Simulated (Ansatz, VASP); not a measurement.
**Two plane-wave programs on NaCl**

INCAR

```
SYSTEM = NaCl
PREC     = Accurate       ! precision mode
ENCUT    = 520            ! plane-wave cutoff, eV
EDIFF    = 1E-6           ! SCF threshold, eV
ISMEAR   = 0              ! smearing method
SIGMA    = 0.02           ! smearing width, eV
LREAL    = .False.        ! projectors in reciprocal space
LASPH    = .True.         ! aspherical terms in the spheres
NELM     = 80             ! most SCF steps
ALGO     = Normal         ! electronic algorithm
ISIF     = 2              ! what is computed and relaxed
LWAVE    = .False.        ! write WAVECAR
LCHARG   = .True.         ! write CHGCAR
GGA      = PE             ! functional
LELF     = .True.         ! ELF
LVHAR    = .True.       
NBANDS   = 14             ! bands
```

The input KPOINTS:

```
regular mesh
0
Gamma
  8 8 8
  0 0 0
```

File POSCAR:

```
NaCl
1.0
    0.0000000000      2.8569525750      2.8569525750
    2.8569525750      0.0000000000      2.8569525750
    2.8569525750      2.8569525750      0.0000000000
Na Cl
1 1
Direct
    0.0000000000      0.0000000000      0.0000000000
    0.5000000000      0.5000000000      0.5000000000
```

Input for Ansatz:

```yaml
crystal:
  lattice:
    - [0.0, 2.856952575, 2.856952575]
    - [2.856952575, 0.0, 2.856952575]
    - [2.856952575, 2.856952575, 0.0]
  atoms:
    - { symbol: Na, position: [0.0, 0.0, 0.0] }
    - { symbol: Cl, position: [0.5, 0.5, 0.5] }
basis:
  ecutwfc: 420
kpoints:
  mp_grid: { grid: [8, 8, 8] }
hamiltonian:
  xc: pbe
scf:
  occupations: { method: gaussian, width: 0.02 }
output:
  forces: true
  stress: true
  eigenvalues: true
```

Alike in both runs: task single point; functional PBE; k mesh 8 × 8 × 8; occupations gaussian, width 0.02 eV; no spin polarisation.

```csv
,VASP,Ansatz
version,VASP 6.6.1,Ansatz 0.2.0
potentials or method,"VASP PAW PBE potentials, release 64 (Na_pv, Cl), cutoff 520 eV","scalar-relativistic, plane waves, PAW"
valence electrons in the cell,14,16
```

```csv
,VASP,Ansatz,Ansatz less VASP
gap on the k mesh at the Fermi level (eV),4.96,4.96,0.000
least direct gap on the mesh (eV),4.96,4.96,0.000
pressure (GPa),-0.2,-0.2,+0.03
```

VASP's potentials hold 14 valence electrons a cell and Ansatz's 16, so a difference there can come from the potentials and not from the codes.
